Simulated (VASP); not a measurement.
# LiCl (Fm-3m) in VASP: further runs

Runs on LiCl. Level: PBEsol. Tasks: single point, relaxation of cell and atoms.

Program: VASP 6.6.1. These are calculated values, not measurements. Logs are shortened: lines on timing, memory, paths and dates and some standing lists are left out, and cuts for length are marked.

## 1. The cell of the first run

It takes space group Fm-3m (No. 225, cubic). The conventional cell has a = 5.018 Å, b = 5.018 Å, c = 5.018 Å, α = 90.00°, β = 90.00°, γ = 90.00°. Within 3.3 Å of Li (site symmetry m-3m) lie 6 Cl at 2.51 Å. Cl (site symmetry m-3m) has 6 Li at 2.51 Å within 3.3 Å.

## 2. Single point, PBEsol

Input file INCAR:

```
  PREC = Accurate
  ENCUT = 520
  EDIFF = 1E-6
  ISMEAR = 0
  SIGMA = 0.01
  LREAL = F
  LASPH = T
  NELM = 60
  ALGO = Normal
  ISIF = 2
  LWAVE = F
  LCHARG = F
  GGA = PS
  NBANDS = 12
```

Input file KPOINTS:

```
Automatic mesh
0
Gamma
  8 8 8
```

Input file POSCAR:

```
LiCl
1.0
    0.0000000000      2.5092495239      2.5092495239
    2.5092495239      0.0000000000      2.5092495239
    2.5092495239      2.5092495239      0.0000000000
Li Cl
1 1
Direct
    0.0000000000      0.0000000000      0.0000000000
    0.5000000000      0.5000000000      0.5000000000
```

Potentials or basis: VASP PAW PBE potentials, release 64 (Li_sv, Cl).

Launch:

```
$ cat potpaw_PBE.64/Li_sv/POTCAR potpaw_PBE.64/Cl/POTCAR > POTCAR
$ mpirun -np 1 vasp_std > vasp.out
```

OUTCAR:

```text
PREC = Accurate
   ENCUT = 520
   EDIFF = 1E-6
   ISMEAR = 0
   LREAL = F
   LASPH = T
   NELM = 60
   ISIF = 2
   GGA = PS

 ion  position               nearest neighbor table
   1  0.000  0.000  0.000-   2 2.51   2 2.51   2 2.51   2 2.51   2 2.51   2 2.51
   2  0.500  0.500  0.500-   1 2.51   1 2.51   1 2.51   1 2.51   1 2.51   1 2.51

  LATTYP: Found a face centered cubic cell.
 ALAT       =     5.0184990478

  Lattice vectors:

 A1 = (   0.0000000000,   2.5092495239,   2.5092495239)
 A2 = (   2.5092495239,   0.0000000000,   2.5092495239)
 A3 = (   2.5092495239,   2.5092495239,   0.0000000000)

Analysis of symmetry for initial positions (statically):
[... 33 lines left out ...]
                                     Primitive cell

  volume of cell :      31.5981

  direct lattice vectors                    reciprocal lattice vectors
     0.000000000  2.509249524  2.509249524    -0.199262766  0.199262766  0.199262766
     2.509249524  0.000000000  2.509249524     0.199262766 -0.199262766  0.199262766
     2.509249524  2.509249524  0.000000000     0.199262766  0.199262766 -0.199262766

  length of vectors
     3.548614708  3.548614708  3.548614708     0.345133234  0.345133234  0.345133234

  position of ions in fractional coordinates (direct lattice)
     0.000000000  0.000000000  0.000000000
     0.500000000  0.500000000  0.500000000

  ion indices of the primitive-cell ions
   primitive index   ion index
                 1           1
                 2           2

----------------------------------------------------------------------------------------

 KPOINTS: Automatic mesh

Automatic generation of k-mesh.
 Grid dimensions read from file:
 generate k-points for:    8    8    8

 Generating k-lattice:

  Cartesian coordinates                     Fractional coordinates (reciprocal lattice)
    -0.024907846  0.024907846  0.024907846     0.125000000  0.000000000  0.000000000
     0.024907846 -0.024907846  0.024907846     0.000000000  0.125000000  0.000000000
     0.024907846  0.024907846 -0.024907846     0.000000000  0.000000000  0.125000000

  Length of vectors
     0.043141654  0.043141654  0.043141654

  Shift w.r.t. Gamma in fractional coordinates (k-lattice)
     0.000000000  0.000000000  0.000000000

 Subroutine IBZKPT returns following result:
 ===========================================

 Found     29 irreducible k-points:

 Following reciprocal coordinates:
            Coordinates               Weight
  0.000000  0.000000  0.000000      1.000000
[... 51 lines left out ...]
   TEBEG  =    0.0;   TEEND  =   0.0 temperature during run
   PSTRESS=    0.0 pullay stress
   NELECT =      10.0000    total number of electrons
   NUPDOWN=      -1.0000    fix difference up-down
   EMIN   =  10.00;   EMAX   =-10.00  energy-range for DOS
   EFERMI =   0.00;   METHOD = LEGACY
   ISMEAR =     0;   SIGMA  =   0.01  broadening in eV -4-tet -1-fermi 0-gaus
   EFERMI_NEDOS =   21; number of points for ismear=-14 and -15
   IALGO  =     38    algorithm
   IMIX   =      4    mixing-type and parameters
     AMIX     =   0.40;   BMIX     =  1.00
     AMIX_MAG =   1.60;   BMIX_MAG =  1.00
  volume/ion in A,a.u.               =      15.80       106.62
  Fermi-wavevector in a.u.,A,eV,Ry     =   1.115632  2.108239 16.934285  1.244635
  Thomas-Fermi vector in A             =   2.252239
   LORBIT       =      0    0 simple, 1 ext, 2 COOP (PROOUT), +10 PAW based schemes
   GGA     = PS    functional components
   LHFCALC =     F    Hartree Fock is set to
   AEXX    =    0.0000 exact exchange contribution
   IVDW    =     0    specifies the selected vdW correction
   LEPSILON=     F    determine dielectric tensor
   LRPA    =     F    only Hartree local field effects (RPA)
 non-spin polarized calculation
 Gauss-broadening in eV      SIGMA  =   0.01
  energy-cutoff  :      520.00
  volume of cell :       31.60
 maximum number of plane-waves:       877
 NGX is ok and might be reduce to    28
   NGX = 13   NGY = 13   NGZ = 13

 number of electron      10.0000000 magnetization

 number of electron       9.9999992 magnetization

 Free energy of the ion-electron system (eV)
  ---------------------------------------------------
  ext. energy  EPLUGINS =         0.00000000
  ---------------------------------------------------
  free energy    TOTEN  =        -7.63620764 eV

  energy without entropy =       -7.63620764  energy(sigma->0) =       -7.63620764

 E-fermi :   1.1409     XC(G=0):  -9.1990

 val. band max:        1.0486805613   @ k =   0.0000   0.0000   0.0000
 cond. band min:       7.5752284913   @ k =   0.0000   0.0000   0.0000
 fundamental gap:      6.5265479300
 Fermi energy:         1.1409453838

 k-point     1 :       0.0000    0.0000    0.0000
  band No.  band energies     occupation
      1     -41.6653      2.00000
      2     -12.5900      2.00000
      3       1.0487      2.00000
      4       1.0487      2.00000
      5       1.0487      2.00000
      6       7.5752      0.00000
      7      12.9097      0.00000
      8      12.9097      0.00000
      9      12.9097      0.00000
     10      15.8107      0.00000
     11      15.8108      0.00000
     12      15.8441      0.00000
[... 331 lines left out ...]
 k-point    24 :      -0.3750    0.2500    0.1250
  band No.  band energies     occupation
      1     -41.6603      2.00000
      2     -11.7756      2.00000
      3      -1.8159      2.00000
      4      -0.4477      2.00000
      5       0.3861      2.00000
      6       9.2257      0.00000
      7      10.3608      0.00000
      8      11.6419      0.00000
      9      13.0938      0.00000
     10      16.7802      0.00000
     11      17.5296      0.00000
     12      19.6296      0.00000

 [... further k-points ...]

------------------------ aborting loop because EDIFF is reached ----------------------------------------

  FORCE on cell =-STRESS in cart. coord.  units (eV):
  Direction    XX          YY          ZZ          XY          YZ          ZX
  --------------------------------------------------------------------------------------
  -------------------------------------------------------------------------------------
  Total        0.1852774      0.1852774      0.1852774      0.0000000      0.0000000     -0.0000000
  in kB        9.3944533      9.3944533      9.3944533      0.0000000      0.0000000     -0.0000000
  external PRESSURE =       9.3944533 kB  Pullay stress =       0.0000000 kB

 VOLUME and BASIS-vectors are now :
 -----------------------------------------------------------------------------
  energy-cutoff  :      520.00
  volume of cell :       31.60
      direct lattice vectors                 reciprocal lattice vectors
     0.000000000  2.509249524  2.509249524    -0.199262766  0.199262766  0.199262766
     2.509249524  0.000000000  2.509249524     0.199262766 -0.199262766  0.199262766
     2.509249524  2.509249524  0.000000000     0.199262766  0.199262766 -0.199262766

 POSITION                                       TOTAL-FORCE (eV/Angst)
 -----------------------------------------------------------------------------------
      0.00000      0.00000      0.00000         0.000000     -0.000000     -0.000000
      2.50925      2.50925      2.50925        -0.000000      0.000000      0.000000
 -----------------------------------------------------------------------------------
    total drift:                                0.000000      0.000000      0.000000

  FREE ENERGIE OF THE ION-ELECTRON SYSTEM (eV)
  ---------------------------------------------------
  free  energy   TOTEN  =        -7.6362076433 eV

  energy  without entropy=       -7.6362076433  energy(sigma->0) =       -7.63620764
```

stdout:

```text
POSCAR found type information on POSCAR LiCl
 POSCAR found :  2 types and       2 ions
 scaLAPACK will be used
 -----------------------------------------------------------------------------
|                                                                             |
|                                                                             |
|     You enforced a specific xc type in the INCAR file but a different       |
|     I HOPE YOU KNOW WHAT YOU ARE DOING!                                     |
|                                                                             |
 -----------------------------------------------------------------------------

 LDA part: xc-table for (Slater+PW92), standard interpolation
 POSCAR, INCAR and KPOINTS ok, starting setup
 FFT: planning ... GRIDC
 FFT: planning ... GRID_SOFT
 FFT: planning ... GRID
 WAVECAR not read
 entering main loop
```

It took 7.9 s on 1 thread of Intel Xeon 6975P-C (Granite Rapids), shared host; peak memory 0.14 GiB.

What came out:

```yaml
Free_energy: -7.6362 eV
Band_gap_on_the_k_mesh: 6.53 eV, direct
```

Caveat: the cutoff is under 1.25 times the usual one of these potentials, so pressure, stress and relaxed cells hold a basis-set (Pulay) error; the PAW data sets were made with another functional, which shifts forces and pressure a little. A k mesh can miss the band edges.

## 3. Relaxation of cell and atoms, PBEsol, target pressure 1 GPa, at which the enthalpy is minimised

This run uses another cell than the first one, of 16.22 Å³/atom, 1.027 times its volume.

Input file INCAR:

```
SYSTEM = LiCl
PREC = Accurate
ENCUT = 600
EDIFF = 1E-6
ISMEAR = 0
SIGMA = 0.01
LREAL = .FALSE.
LASPH = .TRUE.
NELM = 80
ALGO = Normal
ISIF = 3
LWAVE = .FALSE.
LCHARG = .FALSE.
GGA = PS
IBRION = 2
NSW = 100
EDIFFG = -0.002
PSTRESS = 10.0
```

Input file KPOINTS:

```
regular mesh
0
G
  8 8 8
  0 0 0
```

Input file POSCAR:

```
LiCl
1.0
    0.0000000000      2.5314058748      2.5314058748
    2.5314058748      0.0000000000      2.5314058748
    2.5314058748      2.5314058748      0.0000000000
Li Cl
1 1
Direct
    0.0000000000      0.0000000000      0.0000000000
    0.5000000000      0.5000000000      0.5000000000
```

Potentials or basis: VASP PAW PBE potentials, release 64 (Li_sv, Cl).

Launch:

```
$ cat potpaw_PBE.64/Li_sv/POTCAR potpaw_PBE.64/Cl/POTCAR > POTCAR
$ mpirun -np 1 vasp_std > vasp.out
```

OUTCAR:

```text
SYSTEM = LiCl
   PREC = Accurate
   ENCUT = 600
   EDIFF = 1E-6
   ISMEAR = 0
   LREAL = .FALSE.
   LASPH = .TRUE.
   NELM = 80
   ISIF = 3
   GGA = PS
   IBRION = 2
   NSW = 100
   EDIFFG = -0.002
   PSTRESS = 10.0

 ion  position               nearest neighbor table
   1  0.000  0.000  0.000-   2 2.53   2 2.53   2 2.53   2 2.53   2 2.53   2 2.53
   2  0.500  0.500  0.500-   1 2.53   1 2.53   1 2.53   1 2.53   1 2.53   1 2.53

  LATTYP: Found a face centered cubic cell.
 ALAT       =     5.0628117496

  Lattice vectors:

 A1 = (   0.0000000000,   2.5314058748,   2.5314058748)
 A2 = (   2.5314058748,   0.0000000000,   2.5314058748)
 A3 = (   2.5314058748,   2.5314058748,   0.0000000000)

Analysis of symmetry for initial positions (statically):
[... 33 lines left out ...]
                                     Primitive cell

[... 421 lines left out ...]
 cond. band min:       7.5936977034   @ k =   0.0000   0.0000   0.0000
 fundamental gap:      6.5339594133
 Fermi energy:         1.1174686507

 k-point     1 :       0.0000    0.0000    0.0000
  band No.  band energies     occupation
      1     -41.6492      2.00000
      2     -12.5845      2.00000
      3       1.0597      2.00000
      4       1.0597      2.00000
      5       1.0597      2.00000
      6       7.5937      0.00000
      7      12.9214      0.00000
      8      12.9214      0.00000
      9      12.9214      0.00000
[... 265 lines left out ...]
 k-point    24 :      -0.3750    0.2500    0.1250
  band No.  band energies     occupation
      1     -41.6444      2.00000
      2     -11.7673      2.00000
      3      -1.8111      2.00000
      4      -0.4402      2.00000
      5       0.3955      2.00000
      6       9.2397      0.00000
      7      10.3724      0.00000
      8      11.6559      0.00000
      9      13.1129      0.00000

 [... further k-points ...]

------------------------ aborting loop because EDIFF is reached ----------------------------------------

  FORCE on cell =-STRESS in cart. coord.  units (eV):
  Direction    XX          YY          ZZ          XY          YZ          ZX
  --------------------------------------------------------------------------------------
  -------------------------------------------------------------------------------------
  Total        0.1950364      0.1950364      0.1950364      0.0000000     -0.0000000     -0.0000000
  in kB        9.9032650      9.9032650      9.9032650      0.0000000     -0.0000000     -0.0000000
  external PRESSURE =      -0.0967350 kB  Pullay stress =      10.0000000 kB
[... 21 lines left out ...]
  energy  without entropy=       -7.6368612387  energy(sigma->0) =       -7.63686124

  enthalpy is  TOTEN    =        -7.4399197003 eV   P V=        0.1969415384

 reached required accuracy - stopping structural energy minimisation
```

CONTCAR:

```text
LiCl
   1.00000000000000
     0.0000000000000000    2.5080679834818413    2.5080679834818413
     2.5080679834818413    0.0000000000000000    2.5080679834818413
     2.5080679834818413    2.5080679834818413    0.0000000000000000
  Li              Cl
     1     1
Direct
     0.0000000000000000    0.0000000000000000    0.0000000000000000
     0.5000000000000000    0.5000000000000000    0.5000000000000000

  0.00000000E+00  0.00000000E+00  0.00000000E+00
  0.00000000E+00  0.00000000E+00  0.00000000E+00
```

Run time: 33 s. Hardware: 1 thread of Intel Xeon 6975P-C (Granite Rapids), shared host; peak memory 0.15 GiB.

Results:

| Property | Result |
| --- | --- |
| Free energy | -7.6369 eV |
| Relaxed volume | 15.78 Å³/atom |
| Relaxed cell | a = 3.547 Å, b = 3.547 Å, c = 3.547 Å, α = 60.00°, β = 60.00°, γ = 60.00° |
| Space group after relaxing (to 0.05 Å) | Fm-3m (No. 225) |
| Energy change on relaxing (the enthalpy is what falls) | +1.3 meV/atom |
| Ionic steps | 8 |
| Pressure after relaxing | 1.0 GPa |
| Band gap on the k mesh | 6.53 eV, direct |

Step by step:
```
step  energy change (eV)  largest force (eV/Å)  pressure (GPa)  volume (Å³)
   1              0.0000                0.0000           -0.03        32.44
   2              0.0007                0.0000            0.52        31.95
   3              0.0023                0.0000            0.94        31.60
   4              0.0026                0.0000            0.98        31.55
   5              0.0028                0.0000            1.02        31.53
   6              0.0027                0.0000            1.02        31.54
   7              0.0025                0.0000            0.98        31.57
   8              0.0026                0.0000            0.99        31.55
```

Final structure:
```xyz
2
Lattice="0.0000 2.5081 2.5081 2.5081 0.0000 2.5081 2.5081 2.5081 0.0000" Properties=species:S:1:pos:R:3 pbc="T T T"
Li    0.0000    0.0000    0.0000
Cl    2.5081    2.5081    2.5081
```

Caveat: the cutoff is under 1.25 times the usual one of these potentials, so pressure, stress and relaxed cells hold a basis-set (Pulay) error; the cell is relaxed towards a set pressure, so the enthalpy falls and the energy may rise; the PAW data sets were made with another functional, which shifts forces and pressure a little.
